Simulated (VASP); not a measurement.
# SnO (P4/nmm) in VASP: a series of runs

The runs below take SnO through single point, with PBE.

Everything below comes from runs of VASP 6.6.1. Logs are shortened: lines on timing, memory, paths and dates and some standing lists are left out, and cuts for length are marked.

## (1) The cell of the first run

Symmetry: P4/nmm, No. 129, tetragonal system. Conventional cell: a = 3.751 Å, b = 3.751 Å, c = 4.771 Å, α = 90.00°, β = 90.00°, γ = 90.00°. Sn (site symmetry 4mm) has 4 O at 2.19 Å within 2.9 Å. O (site symmetry -4m2) has 4 Sn at 2.19 Å and 4 O at 2.65 Å within 2.9 Å.

## (2) Single point, PBE (volume scaled by 0.96)

Contents of INCAR:

```
PREC = Accurate
ENCUT = 520
EDIFF = 1E-6
ISMEAR = -1
SIGMA = 0.01
LREAL = False
LASPH = True
NELM = 80
ALGO = Normal
ISIF = 2
LWAVE = False
LCHARG = False
GGA = PE
NBANDS = 28
```

Contents of KPOINTS:

```
regular mesh
0
Gamma
  8 8 6
```

Contents of POSCAR:

```
SnO
1.0
    3.7506153226      0.0000000000      0.0000000000
    0.0000000000      3.7506153226      0.0000000000
    0.0000000000      0.0000000000      4.7706406366
Sn O
2 2
Direct
    0.0000000000      0.5000000000      0.2385000000
    0.5000000000      0.0000000000      0.7615000000
    0.0000000000      0.0000000000      0.0000000000
    0.5000000000      0.5000000000      0.0000000000
```

Potentials or basis: VASP PAW PBE potentials, release 64 (Sn_d, O).

On the command line:

```
> cat potpaw_PBE.64/Sn_d/POTCAR potpaw_PBE.64/O/POTCAR > POTCAR
> mpirun -np 1 vasp_std > vasp.out
```

OUTCAR:

```text
PREC = Accurate
   ENCUT = 520
   EDIFF = 1E-6
   ISMEAR = -1
   LREAL = False
   LASPH = True
   NELM = 80
   ISIF = 2
   GGA = PE

 ion  position               nearest neighbor table
   1  0.000  0.500  0.239-   3 2.19   4 2.19   3 2.19   4 2.19   2 3.49   2 3.49   2 3.49   2 3.49
                             2 3.64   2 3.64   2 3.64   2 3.64
   2  0.500  0.000  0.761-   3 2.19   4 2.19   4 2.19   3 2.19   1 3.49   1 3.49   1 3.49   1 3.49
                             1 3.64   1 3.64   1 3.64   1 3.64
   3  0.000  0.000  0.000-   1 2.19   2 2.19   1 2.19   2 2.19
   4  0.500  0.500  0.000-   1 2.19   2 2.19   2 2.19   1 2.19

  LATTYP: Found a simple tetragonal cell.
 ALAT       =     3.7506153226
 C/A-ratio  =     1.2719621252

  Lattice vectors:

 A1 = (   3.7506153226,   0.0000000000,   0.0000000000)
 A2 = (   0.0000000000,   3.7506153226,   0.0000000000)
 A3 = (   0.0000000000,   0.0000000000,   4.7706406366)

Analysis of symmetry for initial positions (statically):
=====================================================================
 Subroutine PRICEL returns:
 Original cell was already a primitive cell.

 Routine SETGRP: Setting up the symmetry group for a
 simple tetragonal supercell.

 Subroutine GETGRP returns: Found 16 space group operations
 (whereof  8 operations were pure point group operations)
 out of a pool of 16 trial point group operations.

The static configuration has the point symmetry D_2d.
 The point group associated with its full space group is D_4h.

Analysis of symmetry for dynamics (positions and initial velocities):
=====================================================================
 Subroutine PRICEL returns:
 Original cell was already a primitive cell.

 Routine SETGRP: Setting up the symmetry group for a
 simple tetragonal supercell.

 Subroutine GETGRP returns: Found 16 space group operations
 (whereof  8 operations were pure point group operations)
 out of a pool of 16 trial point group operations.

The dynamic configuration has the point symmetry D_2d.
 The point group associated with its full space group is D_4h.

 Subroutine INISYM returns: Found 16 space group operations
 (whereof  8 operations are pure point group operations),
 and found     1 'primitive' translations

----------------------------------------------------------------------------------------

                                     Primitive cell

  volume of cell :      67.1092

  direct lattice vectors                    reciprocal lattice vectors
[... 86 lines left out ...]
   LNONCOLLINEAR =      F non collinear calculations
   LSORBIT =      F    spin-orbit coupling
   LASPH  =      T    aspherical Exc in radial PAW
   ENCUT  =  520.0 eV  38.22 Ry    6.18 a.u.   6.97  6.97  8.87*2*pi/ulx,y,z
   NELM   =     80;   NELMIN=  2; NELMDL= -5     # of ELM steps
   EDIFF  = 0.1E-05   stopping-criterion for ELM
   LREAL  =      F    real-space projection
   EDIFFG = 0.1E-04   stopping-criterion for IOM
   NSW    =      0    number of steps for IOM
   IBRION =     -1    ionic relax: 0-MD 1-quasi-New 2-CG
   NFREE  =      0    steps in history (QN), initial steepest desc. (CG)
   ISIF   =      2    stress and relaxation
   ISYM   =      2    0-nonsym 1-usesym 2-fastsym
   POTIM  = 0.5000    time-step for ionic-motion
   TEBEG  =    0.0;   TEEND  =   0.0 temperature during run
   PSTRESS=    0.0 pullay stress
   NELECT =      40.0000    total number of electrons
   NUPDOWN=      -1.0000    fix difference up-down
   EMIN   =  10.00;   EMAX   =-10.00  energy-range for DOS
   EFERMI =   0.00;   METHOD = LEGACY
   ISMEAR =    -1;   SIGMA  =   0.01  broadening in eV -4-tet -1-fermi 0-gaus
   EFERMI_NEDOS =   21; number of points for ismear=-14 and -15
   IALGO  =     38    algorithm
   IMIX   =      4    mixing-type and parameters
     AMIX     =   0.40;   BMIX     =  1.00
     AMIX_MAG =   1.60;   BMIX_MAG =  1.00
  volume/ion in A,a.u.               =      16.78       113.22
  Fermi-wavevector in a.u.,A,eV,Ry     =   1.377741  2.603553 25.826174  1.898170
  Thomas-Fermi vector in A             =   2.502866
   LORBIT       =      0    0 simple, 1 ext, 2 COOP (PROOUT), +10 PAW based schemes
   GGA     = PE    functional components
   LHFCALC =     F    Hartree Fock is set to
   AEXX    =    0.0000 exact exchange contribution
   IVDW    =     0    specifies the selected vdW correction
   LEPSILON=     F    determine dielectric tensor
   LRPA    =     F    only Hartree local field effects (RPA)
 non-spin polarized calculation
  energy-cutoff  :      520.00
  volume of cell :       67.11
 maximum number of plane-waves:      1828
 NGX is ok and might be reduce to    28
   NGX = 13   NGY = 13   NGZ = 17

 number of electron      40.0000016 magnetization

 Free energy of the ion-electron system (eV)
  ---------------------------------------------------
  ext. energy  EPLUGINS =         0.00000000
  ---------------------------------------------------
  free energy    TOTEN  =       -22.55102331 eV

  energy without entropy =      -22.55085340  energy(sigma->0) =      -22.55093835

 E-fermi :   7.8697     XC(G=0): -10.4782

 val. band max:        7.8619786394   @ k =   0.1250   0.0000   0.0000
 cond. band min:       7.8787213163   @ k =   0.0000   0.0000   0.0000
 fundamental gap:      0.0167426769
 Fermi energy:         7.8697339221

 k-point     1 :       0.0000    0.0000    0.0000
  band No.  band energies     occupation
      1     -14.4491      2.00000
      2     -13.9176      2.00000
      3     -13.9176      2.00000
      4     -13.9128      2.00000
      5     -13.8567      2.00000
      6     -13.8548      2.00000
[... 733 lines left out ...]
     27      16.4944      0.00000
     28      16.4944      0.00000

 [... further k-points ...]
[... 5 lines left out ...]
  --------------------------------------------------------------------------------------
  -------------------------------------------------------------------------------------
  Total        4.0970004      4.0970004      3.1601234      0.0000000      0.0000000      0.0000000
  in kB       97.8126077     97.8126077     75.4454187      0.0000000      0.0000000      0.0000000
  external PRESSURE =      90.3568780 kB  Pullay stress =       0.0000000 kB

 VOLUME and BASIS-vectors are now :
 -----------------------------------------------------------------------------
  energy-cutoff  :      520.00
  volume of cell :       67.11
      direct lattice vectors                 reciprocal lattice vectors
     3.750615323  0.000000000  0.000000000     0.266622918  0.000000000  0.000000000
     0.000000000  3.750615323  0.000000000     0.000000000  0.266622918  0.000000000
     0.000000000  0.000000000  4.770640637     0.000000000  0.000000000  0.209615453

 POSITION                                       TOTAL-FORCE (eV/Angst)
 -----------------------------------------------------------------------------------
      0.00000      1.87531      1.13780        -0.000000      0.000000      1.072845
      1.87531      0.00000      3.63284         0.000000      0.000000     -1.072845
      0.00000      0.00000      0.00000         0.000000     -0.000000      0.000000
      1.87531      1.87531      0.00000        -0.000000      0.000000      0.000000
 -----------------------------------------------------------------------------------
    total drift:                                0.000000      0.000000      0.000000

  FREE ENERGIE OF THE ION-ELECTRON SYSTEM (eV)
  ---------------------------------------------------
  free  energy   TOTEN  =       -22.5510233126 eV

  energy  without entropy=      -22.5508533962  energy(sigma->0) =      -22.55093835
```

Wall time 2.2 min (1 thread of AMD EPYC 7R43 (Zen 3), shared host); peak memory 0.19 GiB.

Results:

```
Free energy            : -22.5510 eV
Pressure               : 9.0 GPa
Largest force          : 1.073 eV/Å
Band gap on the k mesh : zero (band 20 reaches 7.88 eV, above the bottom of band 21 at 7.75 eV)
```

Forces in eV/Å, atoms in the order of the input:
```
Sn   0.000  0.000  1.073
Sn   0.000  0.000 -1.073
O    0.000  0.000  0.000
O    0.000  0.000  0.000
```

Stress tensor (GPa, compression positive):
```
9.78 0.00 0.00
0.00 9.78 0.00
0.00 0.00 7.54
```

Caveat: spin-orbit coupling is left out, which moves the levels of the heavy elements; forces of over 1 eV/Å act on the atoms, so gaps and moduli don't describe the material at rest.

## (3) Single point, PBE (volume scaled by 0.99)

Contents of INCAR:

```
SYSTEM = SnO
PREC     = Accurate       ! precision mode
ENCUT    = 520            ! plane-wave cutoff, eV
EDIFF    = 1E-7           ! SCF threshold, eV
ISMEAR   = -1             ! smearing method
SIGMA    = 0.01           ! smearing width, eV
LREAL    = .FALSE.        ! projectors in reciprocal space
LASPH    = .TRUE.         ! aspherical terms in the spheres
NELM     = 60             ! most SCF steps
ALGO     = Normal         ! electronic algorithm
ISIF     = 2              ! what is computed and relaxed
LWAVE    = .FALSE.        ! write WAVECAR
LCHARG   = .FALSE.        ! write CHGCAR
GGA      = PE             ! functional
NBANDS   = 28             ! bands
```

Contents of KPOINTS:

```
regular mesh
0
G
  8 8 6
  0 0 0
```

Contents of POSCAR:

```
SnO
1.0
    3.7892841860      0.0000000000      0.0000000000
    0.0000000000      3.7892841860      0.0000000000
    0.0000000000      0.0000000000      4.8198259661
Sn O
2 2
Direct
    0.0000000000      0.5000000000      0.2385000000
    0.5000000000      0.0000000000      0.7615000000
    0.0000000000      0.0000000000      0.0000000000
    0.5000000000      0.5000000000      0.0000000000
```

Potentials or basis: VASP PAW PBE potentials, release 64 (Sn_d, O).

On the command line:

```
> cat potpaw_PBE.64/Sn_d/POTCAR potpaw_PBE.64/O/POTCAR > POTCAR
> mpirun -np 1 vasp_std > vasp.out
```

It took 2.4 min on 1 thread of AMD EPYC 7R43 (Zen 3), shared host; peak memory 0.19 GiB.

The run converged. Its results:

```
Free energy            : -22.6472 eV
Pressure               : 5.5 GPa
Largest force          : 0.593 eV/Å
Band gap on the k mesh : zero (band 20 reaches 7.39 eV, above the bottom of band 21 at 7.38 eV)
```

Forces on the atoms (eV/Å):
```
Sn   0.000  0.000  0.593
Sn   0.000  0.000 -0.593
O    0.000  0.000  0.000
O    0.000  0.000  0.000
```

Stress tensor (GPa, compression positive):
```
5.95 0.00 0.00
0.00 5.95 0.00
0.00 0.00 4.55
```

Levels at points of the mesh, in eV from the Fermi level:
| k point | band 18 | band 19 | band 20 | band 21 | band 22 | band 23 |
| --- | --- | --- | --- | --- | --- | --- |
| (0.00, 0.00, 0.00) | -3.29 | -3.29 | 0.00 | 2.11 | 4.36 | 4.65 |
| (0.50, 0.00, 0.00) | -4.99 | -2.82 | -2.82 | 3.19 | 3.19 | 5.91 |
| (0.50, 0.50, 0.00) | -2.62 | -1.94 | -1.94 | -0.01 | -0.01 | 4.42 |
| (0.00, 0.00, 0.50) | -3.31 | -3.11 | -2.34 | 1.68 | 2.90 | 2.90 |
| (0.50, 0.00, 0.50) | -4.95 | -1.82 | -1.82 | 2.57 | 2.57 | 5.41 |
| (0.50, 0.50, 0.50) | -2.75 | -2.63 | -2.63 | 2.27 | 2.27 | 4.05 |

Caveat: spin-orbit coupling is left out, which moves the levels of the heavy elements.

## (4) Single point, PBE (volume scaled by 1.02)

Contents of INCAR:

```
SYSTEM = SnO
ALGO     = Normal         ! electronic algorithm
EDIFF    = 1E-6           ! SCF threshold, eV
ENCUT    = 520            ! plane-wave cutoff, eV
GGA      = PE             ! functional
ISIF     = 2              ! what is computed and relaxed
ISMEAR   = -1             ! smearing method
LASPH    = .TRUE.         ! aspherical terms in the spheres
LCHARG   = .TRUE.         ! write CHGCAR
LELF     = .TRUE.         ! ELF
LREAL    = .FALSE.        ! projectors in reciprocal space
LVHAR    = .TRUE.       
LWAVE    = .FALSE.        ! write WAVECAR
NBANDS   = 28             ! bands
NELM     = 100            ! most SCF steps
PREC     = Accurate       ! precision mode
SIGMA    = 0.01           ! smearing width, eV
```

Contents of KPOINTS:

```
k-points
0
G
  8 8 6
  0 0 0
```

Contents of POSCAR:

```
SnO
1.0
    3.8271795418      0.0000000000      0.0000000000
    0.0000000000      3.8271795418      0.0000000000
    0.0000000000      0.0000000000      4.8680274234
Sn O
2 2
Direct
    0.0000000000      0.5000000000      0.2385000000
    0.5000000000      0.0000000000      0.7615000000
    0.0000000000      0.0000000000      0.0000000000
    0.5000000000      0.5000000000      0.0000000000
```

On the command line:

```
> cat potpaw_PBE.64/Sn_d/POTCAR potpaw_PBE.64/O/POTCAR > POTCAR
> mpirun -np 1 vasp_std > vasp.out
```

It took 2.5 min on 1 thread of AMD EPYC 7R43 (Zen 3), shared host; peak memory 0.2 GiB.

The run converged. Its results:

```
Free energy            : -22.7008 eV
Pressure               : 2.5 GPa
Largest force          : 0.153 eV/Å
Band gap on the k mesh : 0.10 eV, indirect (least direct gap 1.98 eV)
```

Forces in eV/Å, atoms in the order of the input:
```
Sn   0.000  0.000  0.153
Sn   0.000  0.000 -0.153
O    0.000  0.000  0.000
O    0.000  0.000  0.000
```

Stress tensor (GPa, compression positive):
```
2.72 0.00 0.00
0.00 2.72 0.00
0.00 0.00 1.95
```

Levels at points of the mesh, in eV from the valence-band top:
```csv
k point,band 16,band 17,band 18,band 19,band 20,band 21,band 22,band 23,band 24,band 25
"(0.00, 0.00, 0.00)",-6.12,-3.38,-3.07,-3.07,0.00,2.07,4.40,4.64,4.64,5.70
"(0.50, 0.00, 0.00)",-4.88,-4.71,-4.71,-2.66,-2.66,3.16,3.16,5.85,5.85,5.97
"(0.50, 0.50, 0.00)",-5.00,-2.42,-2.42,-1.88,-1.88,0.10,0.10,4.47,4.47,7.17
"(0.00, 0.00, 0.50)",-3.45,-3.18,-3.08,-3.08,-2.17,1.73,2.96,2.96,3.67,7.92
"(0.50, 0.00, 0.50)",-5.34,-4.68,-4.68,-1.71,-1.71,2.56,2.56,5.38,5.38,6.63
"(0.50, 0.50, 0.50)",-5.45,-2.66,-2.66,-2.42,-2.42,2.35,2.35,4.00,4.00,5.57
```

Caveat: spin-orbit coupling is left out, which moves the levels of the heavy elements. A k mesh can miss the band edges.

## (5) The runs side by side

```tsv
cell	gap on the mesh (eV)	pressure (GPa)	largest force (eV/Å)
a = 3.751, b = 3.751, c = 4.771 Å, 4 atoms	none	9.0	1.07
a = 3.789, b = 3.789, c = 4.820 Å, 4 atoms	none	5.5	0.59
a = 3.827, b = 3.827, c = 4.868 Å, 4 atoms	0.10	2.5	0.15
```

Alike in all rows: task single point; level PBE; potentials or basis VASP PAW PBE potentials, release 64 (Sn_d, O); no spin polarisation; k mesh 8 × 8 × 6; cutoff (eV) 520; smearing fermi-dirac 0.01 eV.

Caveats: spin-orbit coupling is left out, which moves the levels of the heavy elements; forces of over 1 eV/Å act on the atoms, so gaps and moduli don't describe the material at rest (some runs).

Total energies depend on the potentials used, so only differences within one code and one set of settings carry meaning.
